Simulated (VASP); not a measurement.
Write the native input for VASP 6.6.1 that does the following.

```
Task                   : single point
Functional             : PBE
Potentials or basis    : VASP PAW PBE potentials, release 64 (Ca_sv, O)
Cutoff                 : 520 eV
k mesh                 : 9 × 9 × 6
Occupations            : gaussian, width 0.05 eV
Spin                   : no spin polarisation
Dipole correction      : no
Further INCAR settings : ALGO = Normal; EDIFF = 1e-07; NBANDS = 24
```

The structure of CaO lies in POSCAR:

```
CaO
1.0
    4.0518554619      0.0000000000      0.0000000000
   -2.0259277309      3.5090097624      0.0000000000
    0.0000000000      0.0000000000      4.7130674098
Ca O
2 2
Direct
    0.3333333333      0.6666666667      0.7500000000
    0.6666666667      0.3333333333      0.2500000000
    0.3333333333      0.6666666667      0.2500000000
    0.6666666667      0.3333333333      0.7500000000
```

This cell differs from its parent crystal: strain +0.015 along x and y, -0.015 along z.

These files were run (other wordings do the same):

INCAR

```
PREC = Accurate
ENCUT = 520
EDIFF = 1E-7
ISMEAR = 0
SIGMA = 0.05
LREAL = F
LASPH = T
NELM = 60
ALGO = Normal
ISIF = 2
LWAVE = F
LCHARG = F
GGA = PE
NBANDS = 24
```

KPOINTS

```
Automatic mesh
0
Gamma
  9 9 6
```

Potentials or basis: VASP PAW PBE potentials, release 64 (Ca_sv, O).

Run with:

```console
$ cat potpaw_PBE.64/Ca_sv/POTCAR potpaw_PBE.64/O/POTCAR > POTCAR
$ mpirun -np 1 vasp_std > vasp.out
```

It gave:

The pressure is 0.6 GPa and the band gap on the k mesh is 3.02 eV, direct.

Caveat: the cell differs from its parent crystal (strain +0.015 along x and y, -0.015 along z).

It used 74 s of CPU time on 1 thread of Intel Xeon 6975P-C, on a shared host.
